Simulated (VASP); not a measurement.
# Mg (P6/mmm) in VASP: a series of runs

Mg is run at these levels: r2SCAN; tasks: single point.

Program: VASP 6.6.1. These are calculated values, not measurements. Logs are shortened: lines on timing, memory, paths and dates and some standing lists are left out, and cuts for length are marked.

## Step 1: The cell of the first run

The structure is hexagonal, space group P6/mmm (No. 191). The conventional cell has a = 2.898 Å, b = 2.898 Å, c = 3.121 Å, α = 90.00°, β = 90.00°, γ = 120.00°. Mg (site symmetry 6/mmm) has 8 Mg at 2.90 to 3.12 Å within 3.8 Å.

## Step 2: Single point, r2SCAN (strain -0.050 along x and y, +0.025 along z)

POSCAR

```
Mg
1.0
    2.8977848105      0.0000000000      0.0000000000
   -1.4488924053      2.5095552606      0.0000000000
    0.0000000000      0.0000000000      3.1209585092
Mg
1
Direct
    0.0000000000      0.0000000000      0.0000000000
```

INCAR.step1

```
SYSTEM = Mg
PREC = Accurate
ENCUT = 520
ISMEAR = 0
SIGMA = 0.15
LREAL = .FALSE.
LASPH = .TRUE.
NELM = 60
NBANDS = 7
GGA = PE
ALGO = Normal
EDIFF = 1E-4
LWAVE = .TRUE.
LCHARG = .FALSE.
```

INCAR.step2

```
SYSTEM = Mg
PREC = Accurate
ENCUT = 520
EDIFF = 1E-6
ISMEAR = 0
SIGMA = 0.15
LREAL = .FALSE.
LASPH = .TRUE.
NELM = 60
ALGO = Normal
ISIF = 2
LWAVE = .FALSE.
LCHARG = .FALSE.
METAGGA = R2SCAN
LMIXTAU = .TRUE.
NBANDS = 7
ISTART = 1
```

KPOINTS

```
regular mesh
0
G
  18 18 16
  0 0 0
```

Potentials or basis: VASP PAW PBE potentials, release 64 (Mg).

Command:

```
$ cat potpaw_PBE.64/Mg/POTCAR > POTCAR
$ cp INCAR.step1 INCAR
$ mpirun -np 1 vasp_std > vasp.out
$ cp INCAR.step2 INCAR
$ mpirun -np 1 vasp_std > vasp.out
```

OUTCAR:

```text
SYSTEM = Mg
   PREC = Accurate
   ENCUT = 520
   EDIFF = 1E-6
   ISMEAR = 0
   LREAL = .FALSE.
   LASPH = .TRUE.
   NELM = 60
   ISIF = 2
   METAGGA = R2SCAN
   ISTART = 1

 ion  position               nearest neighbor table
   1  0.000  0.000  0.000-

  LATTYP: Found a hexagonal cell.
 ALAT       =     2.8977848105
 C/A-ratio  =     1.0770152766

  Lattice vectors:

 A1 = (   2.8977848105,   0.0000000000,   0.0000000000)
 A2 = (  -1.4488924053,   2.5095552606,   0.0000000000)
 A3 = (   0.0000000000,   0.0000000000,   3.1209585092)

Analysis of symmetry for initial positions (statically):
=====================================================================
 Subroutine PRICEL returns:
 Original cell was already a primitive cell.

 Routine SETGRP: Setting up the symmetry group for a
 hexagonal supercell.

 Subroutine GETGRP returns: Found 24 space group operations
 (whereof 24 operations were pure point group operations)
 out of a pool of 24 trial point group operations.

The static configuration has the point symmetry D_6h.

Analysis of symmetry for dynamics (positions and initial velocities):
=====================================================================
 Subroutine PRICEL returns:
 Original cell was already a primitive cell.

 Routine SETGRP: Setting up the symmetry group for a
 hexagonal supercell.

 Subroutine GETGRP returns: Found 24 space group operations
 (whereof 24 operations were pure point group operations)
 out of a pool of 24 trial point group operations.

The dynamic configuration has the point symmetry D_6h.

 Subroutine INISYM returns: Found 24 space group operations
 (whereof 24 operations are pure point group operations),
 and found     1 'primitive' translations

----------------------------------------------------------------------------------------

                                     Primitive cell

  volume of cell :      22.6961

  direct lattice vectors                    reciprocal lattice vectors
     2.897784811  0.000000000  0.000000000     0.345091187  0.199238490  0.000000000
    -1.448892405  2.509555261  0.000000000     0.000000000  0.398476979  0.000000000
     0.000000000  0.000000000  3.120958509     0.000000000  0.000000000  0.320414385

  length of vectors
     2.897784811  2.897784811  3.120958509     0.398476979  0.398476979  0.320414385

  position of ions in fractional coordinates (direct lattice)
     0.000000000  0.000000000  0.000000000

  ion indices of the primitive-cell ions
   primitive index   ion index
                 1           1

----------------------------------------------------------------------------------------

 KPOINTS: regular mesh

Automatic generation of k-mesh.
 Grid dimensions read from file:
 generate k-points for:   18   18   16

 Generating k-lattice:

  Cartesian coordinates                     Fractional coordinates (reciprocal lattice)
     0.019171733  0.011068805  0.000000000     0.055555556  0.000000000  0.000000000
     0.000000000  0.022137610  0.000000000     0.000000000  0.055555556  0.000000000
     0.000000000  0.000000000  0.020025899     0.000000000  0.000000000  0.062500000

  Length of vectors
     0.022137610  0.022137610  0.020025899

  Shift w.r.t. Gamma in fractional coordinates (k-lattice)
     0.000000000  0.000000000  0.000000000

 Subroutine IBZKPT returns following result:
 ===========================================

 Found    333 irreducible k-points:

 Following reciprocal coordinates:
            Coordinates               Weight
  0.000000  0.000000  0.000000      1.000000
  0.055556 -0.000000  0.000000      6.000000
  0.111111 -0.000000  0.000000      6.000000
  0.166667  0.000000  0.000000      6.000000
  0.222222  0.000000  0.000000      6.000000
  0.277778  0.000000  0.000000      6.000000
[... 16 lines left out ...]
  0.333333  0.111111  0.000000     12.000000
  0.388889  0.111111  0.000000     12.000000
 [... further k-points ...]
   k-points           NKPTS =    333   k-points in BZ     NKDIM =    333   number of bands    NBANDS=      7
   number of dos      NEDOS =    301   number of ions     NIONS =      1
   total plane-waves  NPLWV =  13824
   dimension x,y,z NGX =    24 NGY =   24 NGZ =   24
   dimension x,y,z NGXF=    48 NGYF=   48 NGZF=   48
   ions per type =               1
   NGX,Y,Z   is equivalent  to a cutoff of  13.77, 13.77, 12.78 a.u.
   NGXF,Y,Z  is equivalent  to a cutoff of  27.54, 27.54, 25.57 a.u.
 SYSTEM =  Mg
   PREC   = accura    normal or accurate (medium, high low for compatibility)
   ISTART =      1    job   : 0-new  1-cont  2-samecut
   ICHARG =      0    charge: 1-file 2-atom 10-const
   ISPIN  =      1    spin polarized calculation?
   LNONCOLLINEAR =      F non collinear calculations
   LSORBIT =      F    spin-orbit coupling
   LASPH  =      T    aspherical Exc in radial PAW
   ENCUT  =  520.0 eV  38.22 Ry    6.18 a.u.   5.39  5.39  5.80*2*pi/ulx,y,z
   NELM   =     60;   NELMIN=  2; NELMDL=  0     # of ELM steps
   EDIFF  = 0.1E-05   stopping-criterion for ELM
   LREAL  =      F    real-space projection
   EDIFFG = 0.1E-04   stopping-criterion for IOM
   NSW    =      0    number of steps for IOM
   IBRION =     -1    ionic relax: 0-MD 1-quasi-New 2-CG
   NFREE  =      0    steps in history (QN), initial steepest desc. (CG)
   ISIF   =      2    stress and relaxation
   ISYM   =      2    0-nonsym 1-usesym 2-fastsym
   POTIM  = 0.5000    time-step for ionic-motion
   TEBEG  =    0.0;   TEEND  =   0.0 temperature during run
   PSTRESS=    0.0 pullay stress
   NELECT =       2.0000    total number of electrons
   NUPDOWN=      -1.0000    fix difference up-down
   EMIN   =  10.00;   EMAX   =-10.00  energy-range for DOS
   EFERMI =   0.00;   METHOD = LEGACY
   ISMEAR =     0;   SIGMA  =   0.15  broadening in eV -4-tet -1-fermi 0-gaus
   EFERMI_NEDOS =   21; number of points for ismear=-14 and -15
   IALGO  =     38    algorithm
   IMIX   =      4    mixing-type and parameters
     AMIX     =   0.40;   BMIX     =  1.00
     AMIX_MAG =   1.60;   BMIX_MAG =  1.00
  volume/ion in A,a.u.               =      22.70       153.16
  Fermi-wavevector in a.u.,A,eV,Ry     =   0.728508  1.376681  7.220944  0.530724
  Thomas-Fermi vector in A             =   1.819999
   LORBIT       =      0    0 simple, 1 ext, 2 COOP (PROOUT), +10 PAW based schemes
   METAGGA = R2SCAN    functional components
   LHFCALC =     F    Hartree Fock is set to
   AEXX    =    0.0000 exact exchange contribution
   IVDW    =     0    specifies the selected vdW correction
   LEPSILON=     F    determine dielectric tensor
   LRPA    =     F    only Hartree local field effects (RPA)
 non-spin polarized calculation
 Gauss-broadening in eV      SIGMA  =   0.15
  energy-cutoff  :      520.00
  volume of cell :       22.70
 maximum number of plane-waves:       636
 NGX is ok and might be reduce to    24
   NGX = 11   NGY = 11   NGZ = 11

 number of electron       2.0000000 magnetization

 Free energy of the ion-electron system (eV)
  ---------------------------------------------------
  ext. energy  EPLUGINS =         0.00000000
  ---------------------------------------------------
  free energy    TOTEN  =        -3.81198564 eV

  energy without entropy =       -3.80833889  energy(sigma->0) =       -3.81016226

 E-fermi :   2.6587     XC(G=0):  -9.0655

 val. band max:        2.6146652479   @ k =   0.4444   0.0556   0.1250
 cond. band min:       2.6824987774   @ k =   0.2778   0.0556   0.4375
 fundamental gap:      0.0678335295
 Fermi energy:         2.6586827808

 k-point     1 :       0.0000    0.0000    0.0000
  band No.  band energies     occupation
      1      -4.7863      2.00000
      2      10.4394      0.00000
      3      10.9200      0.00000
      4      17.4585      0.00000
      5      17.4585      0.00000
      6      19.7980      0.00000
      7      19.7980      0.00000

 k-point     2 :       0.0556   -0.0000    0.0000
  band No.  band energies     occupation
      1      -4.7074      2.00000
      2      10.4796      0.00000
      3      10.9851      0.00000
      4      16.1536      0.00000
      5      17.0570      0.00000
      6      19.4874      0.00000
      7      20.3267      0.00000

 k-point     3 :       0.1111   -0.0000    0.0000
  band No.  band energies     occupation
      1      -4.4708      2.00000
      2      10.5718      0.00000
      3      11.1806      0.00000
      4      14.1688      0.00000
      5      16.3166      0.00000
      6      18.7430      0.00000
      7      21.4470      0.00000

 k-point     4 :       0.1667    0.0000    0.0000
  band No.  band energies     occupation
      1      -4.0781      2.00000
      2      10.5143      0.00000
      3      11.5065      0.00000
      4      12.4107      0.00000
      5      15.5813      0.00000
      6      17.9785      0.00000
      7      22.8102      0.00000

 k-point     5 :       0.2222    0.0000    0.0000
  band No.  band energies     occupation
      1      -3.5315      2.00000
      2       9.4813      0.00000
      3      11.7622      0.00000
      4      11.9630      0.00000
      5      14.9319      0.00000
      6      17.3602      0.00000
      7      24.0629      0.00000
[... 161 lines left out ...]
 k-point    22 :       0.2778    0.1111    0.0000
  band No.  band energies     occupation
      1      -1.7626      2.00000
      2       6.2410      0.00000
      3      10.0421      0.00000
      4      13.4629      0.00000
      5      14.6333      0.00000
      6      18.7241      0.00000
      7      20.8779      0.00000

 k-point    23 :       0.3333    0.1111    0.0000
  band No.  band energies     occupation
      1      -0.7856      2.00000
      2       4.6310      0.00000
      3       9.7883      0.00000
      4      14.2984      0.00000
      5      15.2119      0.00000
      6      18.3539      0.00000
      7      19.3696      0.00000

 k-point    24 :       0.3889    0.1111    0.0000
  band No.  band energies     occupation
      1       0.3010      2.00000
      2       3.1600      0.00000
      3       9.6228      0.00000
      4      15.2107      0.00000
      5      15.7486      0.00000
      6      18.0485      0.00000
      7      18.1108      0.00000

 [... further k-points ...]

------------------------ aborting loop because EDIFF is reached ----------------------------------------

  FORCE on cell =-STRESS in cart. coord.  units (eV):
  Direction    XX          YY          ZZ          XY          YZ          ZX
  --------------------------------------------------------------------------------------
  -------------------------------------------------------------------------------------
  Total        1.0891520      1.0891520     -0.1991543     -0.0000000      0.0000000     -0.0000000
  in kB       76.8861640     76.8861640    -14.0588360     -0.0000000      0.0000000     -0.0000000
  external PRESSURE =      46.5711640 kB  Pullay stress =       0.0000000 kB

 VOLUME and BASIS-vectors are now :
 -----------------------------------------------------------------------------
  energy-cutoff  :      520.00
  volume of cell :       22.70
      direct lattice vectors                 reciprocal lattice vectors
     2.897784811  0.000000000  0.000000000     0.345091187  0.199238490  0.000000000
    -1.448892405  2.509555261  0.000000000     0.000000000  0.398476979  0.000000000
     0.000000000  0.000000000  3.120958509     0.000000000  0.000000000  0.320414385

 POSITION                                       TOTAL-FORCE (eV/Angst)
 -----------------------------------------------------------------------------------
      0.00000      0.00000      0.00000        -0.000000      0.000000      0.000000
 -----------------------------------------------------------------------------------
    total drift:                                0.000000      0.000000      0.000000

  FREE ENERGIE OF THE ION-ELECTRON SYSTEM (eV)
  ---------------------------------------------------
  free  energy   TOTEN  =        -3.8119856395 eV

  energy  without entropy=       -3.8083388875  energy(sigma->0) =       -3.81016226
```

It took 68 s on 1 thread of Intel Xeon 6975P-C, shared host; peak memory 0.19 GiB.

What came out:

```yaml
Free_energy: -3.8120 eV
Pressure: 4.7 GPa
Band_gap_on_the_k_mesh: zero (band 1 reaches 5.78 eV, above the bottom of band 2 at -0.39 eV)
```

Caveat: the cell differs from its parent crystal (strain -0.050 along x and y, +0.025 along z); the PAW data sets were made with another functional, which shifts forces and pressure a little.

(Part 1 of 2 ends here.)
